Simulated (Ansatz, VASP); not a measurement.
## One calculation of ZnCu, two programs

```
CELL_PARAMETERS angstrom
2.94500 0.00000 0.00000
0.00000 2.94500 0.00000
0.00000 0.00000 2.94500
ATOMIC_POSITIONS crystal
Zn 0.41000 0.41000 0.41000
Cu 0.09000 0.09000 0.09000
```

Change from the starting cell: shortest bond scaled by 0.64, crystal datasets.

Alike in both runs: task electric field gradients; functional PBE; k mesh 10 × 10 × 10; occupations fermi-dirac, width 0.05 eV; no spin polarisation.

|  | VASP | Ansatz |
| --- | --- | --- |
| version | VASP 6.6.1 | Ansatz 0.2.0 |
| potentials or method | VASP PAW PBE potentials, release 64 (Zn, Cu), cutoff 520 eV | all-electron PAW with datasets made for the crystal, scalar-relativistic |

Ansatz gave:

```
pressure (GPa)                                                : 91.1
traceless stress, the component that is largest in VASP (GPa) : 80.51
rms of the force components (eV/Å)                            : 14.596
size of Vzz on the site where it differs most (V/Å²)          : 41.6
```

Question: Estimate VASP's values.

Answer: Pressure (GPa): 86.2; traceless stress, the component that is largest in VASP (GPa): 75.03; rms of the force components (eV/Å): 13.694; size of Vzz on the site where it differs most (V/Å²): 17.5.

Atom by atom the forces differ by 0.902 eV/Å (rms over components). Both programs put the cell under a high pressure, so it lies far from rest at this level. One of these differences is far larger than is usual between the two programs; its cause wasn't traced. Ansatz ran all-electron here, and VASP with PAW potentials.

Noted on VASP's run: the cell as given lies far from equilibrium.
